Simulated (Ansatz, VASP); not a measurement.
# One calculation of HfN, two programs

The input INCAR:

```
SYSTEM = HfN
ALGO     = Normal         ! electronic algorithm
EDIFF    = 1E-6           ! SCF threshold, eV
ENCUT    = 600            ! plane-wave cutoff, eV
GGA_COMPAT= .FALSE.      
ISIF     = 2              ! what is computed and relaxed
ISMEAR   = -1             ! smearing method
LASPH    = .TRUE.         ! aspherical terms in the spheres
LCHARG   = .FALSE.        ! write CHGCAR
LREAL    = .FALSE.        ! projectors in reciprocal space
LWAVE    = .FALSE.        ! write WAVECAR
NBANDS   = 14             ! bands
NELM     = 120            ! most SCF steps
PREC     = Accurate       ! precision mode
SIGMA    = 0.1            ! smearing width, eV
```

KPOINTS

```
k-points
0
G
  11 11 11
  0 0 0
```

Contents of POSCAR:

```
HfN
1.0
    0.0000000000      2.2357657262      2.2357657262
    2.2357657262      0.0000000000      2.2357657262
    2.2357657262      2.2357657262      0.0000000000
Hf N
1 1
Direct
    0.0000000000      0.0000000000      0.0000000000
    0.5000000000      0.5000000000      0.5000000000
```

Input for Ansatz:

```yaml
crystal:
  lattice:
    - [0.0, 2.235765726162113, 2.235765726162113]
    - [2.235765726162113, 0.0, 2.235765726162113]
    - [2.235765726162113, 2.235765726162113, 0.0]
  atoms:
    - { symbol: Hf, position: [0.0, 0.0, 0.0] }
    - { symbol: "N", position: [0.5, 0.5, 0.5] }
basis:
  ecutwfc: 420.0
kpoints:
  mp_grid:
    grid: [11, 11, 11]
hamiltonian:
  xc: lda
scf:
  occupations:
    method: fermi_dirac
output:
  stress: true
```

Alike in both runs: task single point; functional LDA; k mesh 11 × 11 × 11; no spin polarisation.

```csv
,VASP,Ansatz
version,VASP 6.6.1,Ansatz 0.2.0
potentials or method,"VASP PAW LDA potentials, release 64 (Hf_pv, N), cutoff 600 eV","plane waves, PAW"
occupations,"fermi-dirac, width 0.1 eV",fermi-dirac
valence electrons in the cell,15,31
```

```csv
,VASP,Ansatz,Ansatz less VASP
pressure (GPa),-1.9,-0.6,+1.27
```

LDA's correlation is that of Perdew and Zunger in VASP and of Perdew and Wang (1992) in Ansatz. VASP's potentials hold 15 valence electrons a cell and Ansatz's 31, so a difference there can come from the potentials and not from the codes.

Neither program's run includes spin-orbit coupling.
